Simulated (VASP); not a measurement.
Write the native input for VASP 6.6.1 that does the following.

* Task: single point
* Functional: PBEsol
* Potentials or basis: VASP PAW PBE potentials, release 64 (Al, Cu)
* Cutoff: 520 eV
* k mesh: 12 × 12 × 8
* Occupations: gaussian, width 0.1 eV
* Spin: no spin polarisation
* Dipole correction: no
* Further INCAR settings: ALGO = Fast; EDIFF = 1e-07; NBANDS = 46

The structure of AlCu3 lies in POSCAR:

```
AlCu3
1.0
    5.0981132833      0.0000000000      0.0000000000
   -2.5490566416      4.4150956147      0.0000000000
    0.0000000000      0.0000000000      4.1441867690
Al Cu
2 6
Direct
    0.6666666667      0.3333333333      0.2500000000
    0.3333333333      0.6666666667      0.7500000000
    0.3306329554      0.1653164777      0.7500000000
    0.8346835223      0.1653164777      0.7500000000
    0.8346835223      0.6693670446      0.7500000000
    0.6693670446      0.8346835223      0.2500000000
    0.1653164777      0.8346835223      0.2500000000
    0.1653164777      0.3306329554      0.2500000000
```

The input as run:

INCAR

```
PREC = Accurate ; ENCUT = 520
EDIFF = 1E-7 ; ISMEAR = 0
SIGMA = 0.1 ; LREAL = F
LASPH = T ; NELM = 60
ALGO = Fast ; ISIF = 2
LWAVE = F ; LCHARG = F
GGA = PS ; NBANDS = 46
```

KPOINTS

```
regular mesh
0
Gamma
  12 12 8
```

Potentials or basis: VASP PAW PBE potentials, release 64 (Al, Cu).

Launch:

```sh
$ cat potpaw_PBE.64/Al/POTCAR potpaw_PBE.64/Cu/POTCAR > POTCAR
$ mpirun -np 1 vasp_std > vasp.out
```

It gave:

- Pressure: 4.5 GPa
- Largest force: 0.009 eV/Å
- Band gap on the k mesh: zero (bands 36 and 37 overlap by 2.67 eV)

Caveat: the cell stands under pressure; the PAW data sets were made with another functional, which shifts forces and pressure a little.

Run time: 4.9 min on 1 thread of Intel(R) Xeon(R) 6975P-C (Granite Rapids), on a shared host, peak memory 0.43 GiB.
